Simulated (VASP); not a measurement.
A run of VASP 6.6.1 is set up as follows.

Contents of INCAR:

```
SYSTEM = Si16O
PREC = Accurate
ENCUT = 520
EDIFF = 1E-7
ISMEAR = 0
SIGMA = 0.05
LREAL = Auto
LASPH = .TRUE.
NELM = 150
ALGO = Normal
ISIF = 2
LWAVE = .FALSE.
LCHARG = .FALSE.
ISPIN = 2
MAGMOM = 0 0 0 0 0 0 0 0 0 0 0 0 0 0 0 0 0
LORBIT = 11
GGA = PE
NBANDS = 53
```

Contents of KPOINTS:

```
Automatic mesh
0
G
  2 2 2
  0 0 0
```

File POSCAR:

```
Si16O
1.0
    0.0000000000      5.4300000000      5.4300000000
    5.4300000000      0.0000000000      5.4300000000
    5.4300000000      5.4300000000      0.0000000000
Si O
16 1
Direct
    0.0038345304     -0.0003595764      0.0006638122
    0.1161170350      0.1774107735      0.0857824125
   -0.0125739411      0.0470706262      0.4567037753
    0.1443533149      0.0738689687      0.6291846225
   -0.0172028545      0.5488505525     -0.0268201657
    0.1231755985      0.6239750460      0.1290923573
    0.0108357274      0.4453988950      0.5039937385
    0.1370405157      0.5775587477      0.6167103131
    0.4893399632      0.0158290976     -0.0029254144
    0.6289324125      0.1251550645      0.1221526703
    0.5179335175     -0.0153327808      0.4964025783
    0.6218705341      0.1295488029      0.6235287293
    0.4979592081      0.4996628913      0.0005709945
    0.6091604972      0.6403525783      0.1228498158
    0.5020783610      0.4990218232      0.4988772560
    0.6376837937      0.6091333333      0.6265712707
    0.0585427256      0.8122694291      0.4379335175
```

Potentials or basis: VASP PAW PBE potentials, release 64 (Si, O).

The run is started by

```sh
$ cat potpaw_PBE.64/Si/POTCAR potpaw_PBE.64/O/POTCAR > POTCAR
$ mpirun -np 1 vasp_std > vasp.out
```

(1) Estimate the band gap on the k mesh.

(2) Predict the net moment.

(3) Predict the pressure.

(4) Estimate the largest force.

Answers

(1) 0.49 eV.

(2) 0.00 μB per cell.

(3) 4.4 GPa.

(4) 0.076 eV/Å.

Caveat: the k points lie up to 0.50 Å⁻¹ apart.
